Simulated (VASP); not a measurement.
Mg9O8 (a cell with a defect), 17 atoms in the cell. The cell holds a defect, 17 atoms: a = 5.769 Å, b = 5.769 Å, c = 5.769 Å, α = 60.00°, β = 60.00°, γ = 60.00°. 

```yaml
Program: VASP 6.6.1
Task: single point
Functional: PBE
Dispersion: D3(BJ)
Potentials_or_basis: VASP PAW PBE potentials, release 64 (Mg, O)
Cutoff: 520 eV
k_mesh: 2 × 2 × 2
Occupations: fermi-dirac, width 0.05 eV
Spin: no spin polarisation
Dipole_correction: no
Further_INCAR_settings: LREAL = Auto; ALGO = Normal; EDIFF = 1e-06; NBANDS = 47
```

Potentials or basis: VASP PAW PBE potentials, release 64 (Mg, O).

Launch:

```sh
$ cat potpaw_PBE.64/Mg/POTCAR potpaw_PBE.64/O/POTCAR > POTCAR
$ mpirun -np 1 vasp_std > vasp.out
```

Hardware: 1 thread of Intel(R) Xeon(R) Platinum 8259CL CPU @ 2.50GHz (Skylake/Cascade Lake), on a shared host.

Task: Estimate the wall time of this run.

Result: It took 3.7 min on 1 thread of Intel(R) Xeon(R) Platinum 8259CL CPU @ 2.50GHz (Skylake/Cascade Lake), on a shared host, peak memory 0.32 GiB. Counts: scf iterations 15, k points 8.
